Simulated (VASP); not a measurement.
Set up this calculation in VASP 6.6.1, as the native input.

- Task: single point
- Functional: BLYP
- Potentials or basis: VASP PAW PBE potentials, release 64 (Cs_sv)
- Cutoff: 520 eV
- k mesh: 2 × 2 × 1
- Occupations: methfessel-paxton, width 0.35 eV
- Spin: no spin polarisation
- Dipole correction: no
- Further INCAR settings: ALGO = Fast; EDIFF = 1e-07; NBANDS = 16

The structure of Cs lies in POSCAR:

```
Cs
1.0
    5.5663060538      0.0000000000      0.0000000000
   -2.7831530269      4.8205624479      0.0000000000
    0.0000000000      0.0000000000      9.2584789600
Cs
2
Direct
    0.3333333333      0.6666666667      0.2500000000
    0.6666666667      0.3333333333      0.7500000000
```

One way to write it, as run:

INCAR

```
SYSTEM = Cs
AGGAC = 1.0
AGGAX = 1.0
ALDAC = 0.0
ALDAX = 1.0
ALGO = Fast
EDIFF = 1E-7
ENCUT = 520
GGA = B5
ISIF = 2
ISMEAR = 1
LASPH = .TRUE.
LCHARG = .FALSE.
LREAL = .FALSE.
LWAVE = .FALSE.
NBANDS = 16
NELM = 60
PREC = Accurate
SIGMA = 0.35
```

KPOINTS

```
k-points
0
G
  2 2 1
  0 0 0
```

Potentials or basis: VASP PAW PBE potentials, release 64 (Cs_sv).

Launch:

```bash
$ cat potpaw_PBE.64/Cs_sv/POTCAR > POTCAR
$ mpirun -np 1 vasp_std > vasp.out
```

It gave:

| Item | Value |
| --- | --- |
| Pressure | -0.1 GPa |
| Band gap on the k mesh | zero (band 9 reaches 0.67 eV, above the bottom of band 10 at 0.59 eV) |

Caveat: the k points lie up to 0.68 Å⁻¹ apart; the PAW data sets were made with another functional, which shifts forces and pressure a little; spin-orbit coupling is left out, which moves the levels of the heavy elements.

Wall time 89 s on 1 thread of Intel Xeon 8259CL (shared host), peak memory 0.32 GiB.
